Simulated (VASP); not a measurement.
Input of a VASP 6.6.1 run:

Contents of INCAR:

```
SYSTEM = BN2
PREC = Accurate
ENCUT = 600
EDIFF = 1E-6
ISMEAR = 0
SIGMA = 0.1
LREAL = .False.
LASPH = .True.
NELM = 80
ALGO = Normal
ISIF = 3
LWAVE = .False.
LCHARG = .False.
GGA = PE
IBRION = 2
NSW = 100
EDIFFG = -0.015
```

File KPOINTS:

```
Automatic mesh
0
Gamma
  10 8 6
  0 0 0
```

The input POSCAR:

```
BN2
1.0
    0.0082775841     -0.0127669841      2.5235590865
    3.3955734340     -0.0502407524      0.0113367607
   -0.0588513200      4.0313102431     -0.0204820664
B N
2 4
Direct
    0.4548418138      0.5441803692      0.4929658699
   -0.0410442169      0.9371712504      0.0630660806
    0.5672729399      0.4118258243      0.9022446767
    0.0658351788      0.8624905358      0.5611587050
    0.4874828699      0.6421486723      0.1200639000
   -0.0343885855      0.1021833482      0.3605007678
```

Potentials or basis: VASP PAW PBE potentials, release 64 (B, N).

The run is started by

```sh
$ cat potpaw_PBE.64/B/POTCAR potpaw_PBE.64/N/POTCAR > POTCAR
$ mpirun -np 1 vasp_std > vasp.out
```

**Question.** What does it give for the relaxed cell?

**Answer.** a = 2.934 Å, b = 3.616 Å, c = 3.619 Å, α = 90.00°, β = 90.01°, γ = 90.00°.

**Question.** What does it give for the band gap on the k mesh?

**Answer.** Zero (bands 13 and 14 overlap by 2.06 eV).

Forces on the atoms (eV/Å):
```
B    0.004  0.004  0.007
B   -0.005  0.008  0.007
N    0.005  0.006 -0.008
N   -0.008 -0.005  0.002
N    0.004 -0.010 -0.002
N    0.001 -0.003 -0.006
```

Caveat: the standard files for N, O and F lose accuracy on very short bonds; a cell axis changed by over 15 % at a fixed basis, so the end point is rough.
